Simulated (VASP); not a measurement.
# CdSe (Fm-3m) in VASP: settings compared, part 2 of 2

VASP 6.6.1.

**4. Single point, PBEsol (volume scaled by 1.04)**

INCAR reads:

```
SYSTEM = CdSe
  PREC = Accurate
  ENCUT = 520
  EDIFF = 1E-7
  ISMEAR = -1
  SIGMA = 0.05
  LREAL = .FALSE.
  LASPH = .TRUE.
  NELM = 100
  ALGO = Normal
  ISIF = 2
  LWAVE = .FALSE.
  LCHARG = .FALSE.
  GGA = PS
  NBANDS = 16
```

KPOINTS reads:

```
Automatic mesh
0
G
  8 8 8
  0 0 0
```

POSCAR reads:

```
CdSe
1.0
    0.0000000000      2.9117775739      2.9117775739
    2.9117775739      0.0000000000      2.9117775739
    2.9117775739      2.9117775739      0.0000000000
Cd Se
1 1
Direct
    0.0000000000      0.0000000000      0.0000000000
    0.5000000000      0.5000000000      0.5000000000
```

Potentials or basis: VASP PAW PBE potentials, release 64 (Cd, Se).

Started as:

```console
> cat potpaw_PBE.64/Cd/POTCAR potpaw_PBE.64/Se/POTCAR > POTCAR
> mpirun -np 1 vasp_std > vasp.out
```

OUTCAR:

```text
SYSTEM = CdSe
   PREC = Accurate
   ENCUT = 520
   EDIFF = 1E-7
   ISMEAR = -1
   LREAL = .FALSE.
   LASPH = .TRUE.
   NELM = 100
   ISIF = 2
   GGA = PS

 ion  position               nearest neighbor table
   1  0.000  0.000  0.000-   2 2.91   2 2.91   2 2.91   2 2.91   2 2.91   2 2.91
   2  0.500  0.500  0.500-   1 2.91   1 2.91   1 2.91   1 2.91   1 2.91   1 2.91

  LATTYP: Found a face centered cubic cell.
 ALAT       =     5.8235551478

  Lattice vectors:

 A1 = (   0.0000000000,   2.9117775739,   2.9117775739)
 A2 = (   2.9117775739,   0.0000000000,   2.9117775739)
 A3 = (   2.9117775739,   2.9117775739,   0.0000000000)

Analysis of symmetry for initial positions (statically):
=====================================================================
 Subroutine PRICEL returns:
 Original cell was already a primitive cell.

 Routine SETGRP: Setting up the symmetry group for a
 face centered cubic supercell.

 Subroutine GETGRP returns: Found 48 space group operations
 (whereof 48 operations were pure point group operations)
 out of a pool of 48 trial point group operations.

The static configuration has the point symmetry O_h .

Analysis of symmetry for dynamics (positions and initial velocities):
=====================================================================
 Subroutine PRICEL returns:
 Original cell was already a primitive cell.

 Routine SETGRP: Setting up the symmetry group for a
 face centered cubic supercell.

 Subroutine GETGRP returns: Found 48 space group operations
 (whereof 48 operations were pure point group operations)
 out of a pool of 48 trial point group operations.

The dynamic configuration has the point symmetry O_h .

 Subroutine INISYM returns: Found 48 space group operations
 (whereof 48 operations are pure point group operations),
 and found     1 'primitive' translations

----------------------------------------------------------------------------------------

                                     Primitive cell

  volume of cell :      49.3747

  direct lattice vectors                    reciprocal lattice vectors
     0.000000000  2.911777574  2.911777574    -0.171716413  0.171716413  0.171716413
     2.911777574  0.000000000  2.911777574     0.171716413 -0.171716413  0.171716413
     2.911777574  2.911777574  0.000000000     0.171716413  0.171716413 -0.171716413

  length of vectors
     4.117875336  4.117875336  4.117875336     0.297421552  0.297421552  0.297421552

  position of ions in fractional coordinates (direct lattice)
     0.000000000  0.000000000  0.000000000
     0.500000000  0.500000000  0.500000000

  ion indices of the primitive-cell ions
   primitive index   ion index
                 1           1
                 2           2

----------------------------------------------------------------------------------------

 KPOINTS: Automatic mesh

Automatic generation of k-mesh.
 Grid dimensions read from file:
 generate k-points for:    8    8    8

 Generating k-lattice:

  Cartesian coordinates                     Fractional coordinates (reciprocal lattice)
    -0.021464552  0.021464552  0.021464552     0.125000000  0.000000000  0.000000000
     0.021464552 -0.021464552  0.021464552     0.000000000  0.125000000  0.000000000
     0.021464552  0.021464552 -0.021464552     0.000000000  0.000000000  0.125000000

  Length of vectors
     0.037177694  0.037177694  0.037177694

  Shift w.r.t. Gamma in fractional coordinates (k-lattice)
     0.000000000  0.000000000  0.000000000

 Subroutine IBZKPT returns following result:
 ===========================================

 Found     29 irreducible k-points:

 Following reciprocal coordinates:
            Coordinates               Weight
  0.000000  0.000000  0.000000      1.000000
  0.125000  0.000000  0.000000      8.000000
  0.250000  0.000000  0.000000      8.000000
  0.375000  0.000000  0.000000      8.000000
  0.500000  0.000000  0.000000      4.000000
  0.125000  0.125000  0.000000      6.000000
[... 16 lines left out ...]
  0.500000  0.250000  0.125000     48.000000
 -0.375000  0.250000  0.125000     24.000000
 [... further k-points ...]
   k-points           NKPTS =     29   k-points in BZ     NKDIM =     29   number of bands    NBANDS=     16
   number of dos      NEDOS =    301   number of ions     NIONS =      2
   total plane-waves  NPLWV =  32768
   dimension x,y,z NGX =    32 NGY =   32 NGZ =   32
   dimension x,y,z NGXF=    64 NGYF=   64 NGZF=   64
   ions per type =               1   1
   NGX,Y,Z   is equivalent  to a cutoff of  12.92, 12.92, 12.92 a.u.
   NGXF,Y,Z  is equivalent  to a cutoff of  25.84, 25.84, 25.84 a.u.
 SYSTEM =  CdSe
   PREC   = accura    normal or accurate (medium, high low for compatibility)
   ISTART =      0    job   : 0-new  1-cont  2-samecut
   ICHARG =      2    charge: 1-file 2-atom 10-const
   ISPIN  =      1    spin polarized calculation?
   LNONCOLLINEAR =      F non collinear calculations
   LSORBIT =      F    spin-orbit coupling
   LASPH  =      T    aspherical Exc in radial PAW
   ENCUT  =  520.0 eV  38.22 Ry    6.18 a.u.   7.66  7.66  7.66*2*pi/ulx,y,z
   NELM   =    100;   NELMIN=  2; NELMDL= -5     # of ELM steps
   EDIFF  = 0.1E-06   stopping-criterion for ELM
   LREAL  =      F    real-space projection
   EDIFFG = 0.1E-05   stopping-criterion for IOM
   NSW    =      0    number of steps for IOM
   IBRION =     -1    ionic relax: 0-MD 1-quasi-New 2-CG
   NFREE  =      0    steps in history (QN), initial steepest desc. (CG)
   ISIF   =      2    stress and relaxation
   ISYM   =      2    0-nonsym 1-usesym 2-fastsym
   POTIM  = 0.5000    time-step for ionic-motion
   TEBEG  =    0.0;   TEEND  =   0.0 temperature during run
   PSTRESS=    0.0 pullay stress
   NELECT =      18.0000    total number of electrons
   NUPDOWN=      -1.0000    fix difference up-down
   EMIN   =  10.00;   EMAX   =-10.00  energy-range for DOS
   EFERMI =   0.00;   METHOD = LEGACY
   ISMEAR =    -1;   SIGMA  =   0.05  broadening in eV -4-tet -1-fermi 0-gaus
   EFERMI_NEDOS =   21; number of points for ismear=-14 and -15
   IALGO  =     38    algorithm
   IMIX   =      4    mixing-type and parameters
     AMIX     =   0.40;   BMIX     =  1.00
     AMIX_MAG =   1.60;   BMIX_MAG =  1.00
  volume/ion in A,a.u.               =      24.69       166.60
  Fermi-wavevector in a.u.,A,eV,Ry     =   1.169493  2.210021 18.608864  1.367713
  Thomas-Fermi vector in A             =   2.305965
   LORBIT       =      0    0 simple, 1 ext, 2 COOP (PROOUT), +10 PAW based schemes
   GGA     = PS    functional components
   LHFCALC =     F    Hartree Fock is set to
   AEXX    =    0.0000 exact exchange contribution
   IVDW    =     0    specifies the selected vdW correction
   LEPSILON=     F    determine dielectric tensor
   LRPA    =     F    only Hartree local field effects (RPA)
 non-spin polarized calculation
  energy-cutoff  :      520.00
  volume of cell :       49.37
 maximum number of plane-waves:      1363
   NGX = 15   NGY = 15   NGZ = 15

 number of electron      18.0000005 magnetization

 Free energy of the ion-electron system (eV)
  ---------------------------------------------------
  ext. energy  EPLUGINS =         0.00000000
  ---------------------------------------------------
  free energy    TOTEN  =        -5.90858200 eV

  energy without entropy =       -5.90552216  energy(sigma->0) =       -5.90705208

 E-fermi :   1.8821     XC(G=0): -10.0035

 val. band max:        1.7836998710   @ k =  -0.2500   0.1250   0.0000
 cond. band min:       2.0801624009   @ k =   0.3750   0.3750   0.0000
 fundamental gap:      0.2964625300
 Fermi energy:         1.8821355968

 k-point     1 :       0.0000    0.0000    0.0000
  band No.  band energies     occupation
      1     -10.8895      2.00000
      2      -6.0134      2.00000
      3      -6.0134      2.00000
      4      -5.9968      2.00000
      5      -5.9968      2.00000
      6      -5.9968      2.00000
[... 8 lines left out ...]
     15      11.2532      0.00000
     16      11.2532      0.00000
[... 419 lines left out ...]
 k-point    24 :      -0.3750    0.2500    0.1250
  band No.  band energies     occupation
      1     -10.0655      2.00000
      2      -6.1514      2.00000
      3      -6.0371      2.00000
      4      -6.0227      2.00000
      5      -5.8635      2.00000
      6      -5.8140      2.00000
[... 8 lines left out ...]
     15      12.6913      0.00000
     16      15.4556      0.00000

 [... further k-points ...]

------------------------ aborting loop because EDIFF is reached ----------------------------------------

  FORCE on cell =-STRESS in cart. coord.  units (eV):
  Direction    XX          YY          ZZ          XY          YZ          ZX
  --------------------------------------------------------------------------------------
  -------------------------------------------------------------------------------------
  Total       -1.6585311     -1.6585311     -1.6585311      0.0000000      0.0000000     -0.0000000
  in kB      -53.8182548    -53.8182548    -53.8182548      0.0000000      0.0000000     -0.0000000
  external PRESSURE =     -53.8182548 kB  Pullay stress =       0.0000000 kB

 VOLUME and BASIS-vectors are now :
 -----------------------------------------------------------------------------
  energy-cutoff  :      520.00
  volume of cell :       49.37
      direct lattice vectors                 reciprocal lattice vectors
     0.000000000  2.911777574  2.911777574    -0.171716413  0.171716413  0.171716413
     2.911777574  0.000000000  2.911777574     0.171716413 -0.171716413  0.171716413
     2.911777574  2.911777574  0.000000000     0.171716413  0.171716413 -0.171716413

 POSITION                                       TOTAL-FORCE (eV/Angst)
 -----------------------------------------------------------------------------------
      0.00000      0.00000      0.00000         0.000000     -0.000000      0.000000
      2.91178      2.91178      2.91178         0.000000      0.000000     -0.000000
 -----------------------------------------------------------------------------------
    total drift:                                0.000000     -0.000000     -0.000000

  FREE ENERGIE OF THE ION-ELECTRON SYSTEM (eV)
  ---------------------------------------------------
  free  energy   TOTEN  =        -5.9085820026 eV

  energy  without entropy=       -5.9055221587  energy(sigma->0) =       -5.90705208
```

OSZICAR:

```text
N       E                     dE             d eps       ncg     rms          rms(c)
DAV:   1     0.103382172011E+03    0.10338E+03   -0.89192E+03   952   0.102E+03
DAV:   2    -0.259671457862E+01   -0.10598E+03   -0.98673E+02  1104   0.248E+02
DAV:   3    -0.633176111921E+01   -0.37350E+01   -0.36938E+01  1128   0.475E+01
DAV:   4    -0.634322120431E+01   -0.11460E-01   -0.11460E-01  1120   0.269E+00
DAV:   5    -0.634327114110E+01   -0.49937E-04   -0.49937E-04  1152   0.158E-01    0.461E+00
DAV:   6    -0.593558784053E+01    0.40768E+00   -0.65506E-01  1216   0.960E+00    0.410E+00
DAV:   7    -0.591171793949E+01    0.23870E-01   -0.98494E-02  1040   0.226E+00    0.205E+00
DAV:   8    -0.590872999147E+01    0.29879E-02   -0.10435E-02  1096   0.119E+00    0.169E-01
DAV:   9    -0.590857412207E+01    0.15587E-03   -0.90762E-04  1184   0.349E-01    0.382E-02
DAV:  10    -0.590857573138E+01   -0.16093E-05   -0.10012E-04  1056   0.128E-01    0.353E-02
DAV:  11    -0.590858200841E+01   -0.62770E-05   -0.10830E-05  1080   0.313E-02    0.133E-02
DAV:  12    -0.590858200259E+01    0.58201E-08   -0.21776E-07  1000   0.438E-03
   1 F= -.59085820E+01 E0= -.59070521E+01  d E =-.305984E-02
```

Wall time 7.5 s (1 thread of Intel Xeon 6975P-C (Granite Rapids), shared host); peak memory 0.18 GiB.

Results:

| Item | Value |
| --- | --- |
| Free energy | -5.9086 eV |
| Pressure | -5.4 GPa |
| Band gap on the k mesh | zero (band 9 reaches 1.78 eV, above the bottom of band 10 at 1.26 eV) |

Levels at points of the mesh, in eV from the Fermi level:
```
           k point  band 7  band 8  band 9  band 10  band 11  band 12
(0.00, 0.00, 0.00)   -0.64   -0.64   -0.64    -0.26     8.45     8.45
(0.50, 0.00, 0.00)   -4.87   -0.14   -0.14     2.82     5.10     5.10
(0.50, 0.50, 0.00)   -3.97   -2.02   -2.02    -0.62     5.32     9.23
```

Caveat: the cell differs from its parent crystal (volume scaled by 1.04); the PAW data sets were made with another functional, which shifts forces and pressure a little.

**5. Single point, PBEsol**

INCAR reads:

```
PREC = Accurate
ENCUT = 520
EDIFF = 1E-7
ISMEAR = -1
SIGMA = 0.05
LREAL = F
LASPH = T
NELM = 100
ALGO = Normal
ISIF = 2
LWAVE = F
LCHARG = F
GGA = PS
NBANDS = 16
```

KPOINTS reads:

```
regular mesh
0
Gamma
  8 8 8
```

POSCAR reads:

```
CdSe
1.0
    0.0000000000      2.9303244279      2.9303244279
    2.9303244279      0.0000000000      2.9303244279
    2.9303244279      2.9303244279      0.0000000000
Cd Se
1 1
Direct
    0.0000000000      0.0000000000      0.0000000000
    0.5000000000      0.5000000000      0.5000000000
```

Started as:

```console
> cat potpaw_PBE.64/Cd/POTCAR potpaw_PBE.64/Se/POTCAR > POTCAR
> mpirun -np 1 vasp_std > vasp.out
```

Wall time 7.5 s (1 thread of Intel Xeon 6975P-C (Granite Rapids), shared host); peak memory 0.18 GiB.

Results (log left out):

- Free energy: -5.8744 eV
- Pressure: -6.2 GPa
- Band gap on the k mesh: zero (band 9 reaches 1.63 eV, above the bottom of band 10 at 1.11 eV)

Levels at points of the mesh, in eV from the Fermi level:
| k point | band 5 | band 6 | band 7 | band 8 | band 9 | band 10 | band 11 | band 12 | band 13 | band 14 |
| --- | --- | --- | --- | --- | --- | --- | --- | --- | --- | --- |
| (0.00, 0.00, 0.00) | -7.85 | -7.85 | -0.61 | -0.61 | -0.61 | -0.33 | 8.44 | 8.44 | 8.44 | 9.27 |
| (0.50, 0.00, 0.00) | -7.73 | -7.73 | -4.77 | -0.14 | -0.14 | 2.83 | 5.10 | 5.10 | 5.34 | 10.74 |
| (0.50, 0.50, 0.00) | -7.69 | -7.30 | -3.86 | -1.95 | -1.95 | -0.62 | 5.34 | 9.10 | 9.71 | 9.71 |

Caveat: the PAW data sets were made with another functional, which shifts forces and pressure a little.

**6. Single point, PBEsol**

This run uses another cell than the first one, of 25.16 Å³/atom, 1.019 times its volume.

INCAR reads:

```
SYSTEM = CdSe
  PREC = Accurate
  ENCUT = 520
  EDIFF = 1E-7
  ISMEAR = -1
  SIGMA = 0.05
  LREAL = .FALSE.
  LASPH = .TRUE.
  NELM = 60
  ALGO = Normal
  ISIF = 2
  LWAVE = .FALSE.
  LCHARG = .TRUE.
  GGA = PS
  LELF = .TRUE.
  LVHAR = .TRUE.
  NBANDS = 16
```

KPOINTS reads:

```
Automatic mesh
0
G
  8 8 8
  0 0 0
```

POSCAR is that of step 5.

Potentials or basis: VASP PAW PBE potentials, release 64 (Cd, Se).

Started as:

```console
> cat potpaw_PBE.64/Cd/POTCAR potpaw_PBE.64/Se/POTCAR > POTCAR
> mpirun -np 1 vasp_std > vasp.out
```

OUTCAR:

```text
SYSTEM = CdSe
   PREC = Accurate
   ENCUT = 520
   EDIFF = 1E-7
   ISMEAR = -1
   LREAL = .FALSE.
   LASPH = .TRUE.
   NELM = 60
   ISIF = 2
   GGA = PS

 ion  position               nearest neighbor table
   1  0.000  0.000  0.000-   2 2.93   2 2.93   2 2.93   2 2.93   2 2.93   2 2.93
   2  0.500  0.500  0.500-   1 2.93   1 2.93   1 2.93   1 2.93   1 2.93   1 2.93

  LATTYP: Found a face centered cubic cell.
 ALAT       =     5.8606488558

  Lattice vectors:

[... 640 lines left out ...]
 [... further k-points ...]

------------------------ aborting loop because EDIFF is reached ----------------------------------------

  FORCE on cell =-STRESS in cart. coord.  units (eV):
  Direction    XX          YY          ZZ          XY          YZ          ZX
  --------------------------------------------------------------------------------------
  -------------------------------------------------------------------------------------
  Total       -1.9357043     -1.9357043     -1.9357043      0.0000000      0.0000000     -0.0000000
  in kB      -61.6272070    -61.6272070    -61.6272070      0.0000000      0.0000000     -0.0000000
  external PRESSURE =     -61.6272070 kB  Pullay stress =       0.0000000 kB

 VOLUME and BASIS-vectors are now :
 -----------------------------------------------------------------------------
  energy-cutoff  :      520.00
  volume of cell :       50.32
      direct lattice vectors                 reciprocal lattice vectors
     0.000000000  2.930324428  2.930324428    -0.170629571  0.170629571  0.170629571
     2.930324428  0.000000000  2.930324428     0.170629571 -0.170629571  0.170629571
     2.930324428  2.930324428  0.000000000     0.170629571  0.170629571 -0.170629571

 POSITION                                       TOTAL-FORCE (eV/Angst)
 -----------------------------------------------------------------------------------
      0.00000      0.00000      0.00000        -0.000000     -0.000000     -0.000000
      2.93032      2.93032      2.93032         0.000000      0.000000      0.000000
 -----------------------------------------------------------------------------------
    total drift:                                0.000000     -0.000000     -0.000000

  FREE ENERGIE OF THE ION-ELECTRON SYSTEM (eV)
  ---------------------------------------------------
  free  energy   TOTEN  =        -5.8743611804 eV

  energy  without entropy=       -5.8712750264  energy(sigma->0) =       -5.87281810
```

OSZICAR:

```text
N       E                     dE             d eps       ncg     rms          rms(c)
DAV:   1     0.104740308570E+03    0.10474E+03   -0.89944E+03   944   0.103E+03
DAV:   2    -0.252670229759E+01   -0.10727E+03   -0.10103E+03  1096   0.247E+02
DAV:   3    -0.630204261748E+01   -0.37753E+01   -0.37676E+01  1144   0.482E+01
DAV:   4    -0.631434705763E+01   -0.12304E-01   -0.12304E-01  1120   0.271E+00
DAV:   5    -0.631440150631E+01   -0.54449E-04   -0.54448E-04  1208   0.161E-01    0.442E+00
DAV:   6    -0.590127749271E+01    0.41312E+00   -0.66911E-01  1208   0.947E+00    0.397E+00
DAV:   7    -0.587764090621E+01    0.23637E-01   -0.96022E-02  1040   0.224E+00    0.199E+00
DAV:   8    -0.587449865626E+01    0.31422E-02   -0.10076E-02  1072   0.116E+00    0.164E-01
DAV:   9    -0.587435055299E+01    0.14810E-03   -0.86452E-04  1176   0.329E-01    0.404E-02
DAV:  10    -0.587435474028E+01   -0.41873E-05   -0.93175E-05  1016   0.121E-01    0.360E-02
DAV:  11    -0.587436116361E+01   -0.64233E-05   -0.10135E-05  1072   0.298E-02    0.123E-02
DAV:  12    -0.587436118039E+01   -0.16779E-07   -0.17745E-07   992   0.318E-03
   1 F= -.58743612E+01 E0= -.58728181E+01  d E =-.308615E-02
```

stdout:

```text
POSCAR found type information on POSCAR CdSe
 POSCAR found :  2 types and       2 ions
 scaLAPACK will be used
 -----------------------------------------------------------------------------
|                                                                             |
|                                                                             |
|     You enforced a specific xc type in the INCAR file but a different       |
|     I HOPE YOU KNOW WHAT YOU ARE DOING!                                     |
|                                                                             |
 -----------------------------------------------------------------------------

 LDA part: xc-table for (Slater+PW92), standard interpolation
 POSCAR, INCAR and KPOINTS ok, starting setup
 FFT: planning ... GRIDC
 FFT: planning ... GRID_SOFT
 FFT: planning ... GRID
 WAVECAR not read
 entering main loop
```

Run time: 13 s. Hardware: 1 thread of Intel Xeon 6975P-C (Granite Rapids), shared host; peak memory 0.18 GiB.

Results:

| Item | Value |
| --- | --- |
| Free energy | -5.8744 eV |
| Pressure | -6.2 GPa |
| Band gap on the k mesh | zero (band 9 reaches 1.63 eV, above the bottom of band 10 at 1.11 eV) |

Levels at points of the mesh, in eV from the Fermi level:
```
           k point  band 7  band 8  band 9  band 10  band 11  band 12
(0.00, 0.00, 0.00)   -0.61   -0.61   -0.61    -0.33     8.44     8.44
(0.50, 0.00, 0.00)   -4.77   -0.14   -0.14     2.83     5.10     5.10
(0.50, 0.50, 0.00)   -3.86   -1.95   -1.95    -0.62     5.34     9.10
```

Caveat: the PAW data sets were made with another functional, which shifts forces and pressure a little.

**7. Summary**

```csv
level,potentials or basis,cell,gap on the mesh (eV),pressure (GPa)
LDA,"VASP PAW LDA potentials, release 64 (Cd, Se)","a = 4.118 Å, angles 60.0°, 2 atoms",none,-7.3
PBEsol,"VASP PAW PBE potentials, release 64 (Cd, Se)","a = 4.091 Å, angles 60.0°, 2 atoms",none,-4.5
PBEsol,"VASP PAW PBE potentials, release 64 (Cd, Se)","a = 4.118 Å, angles 60.0°, 2 atoms",none,-5.4
PBEsol,"VASP PAW PBE potentials, release 64 (Cd, Se)","a = 4.144 Å, angles 60.0°, 2 atoms",none,-6.2
```

Alike in all rows: task single point; no spin polarisation; k mesh 8 × 8 × 8; cutoff (eV) 520; smearing fermi-dirac 0.05 eV.

Caveats: the PAW data sets were made with another functional, which shifts forces and pressure a little (some runs).

Absolute energies hang on the potentials; compare differences alone.
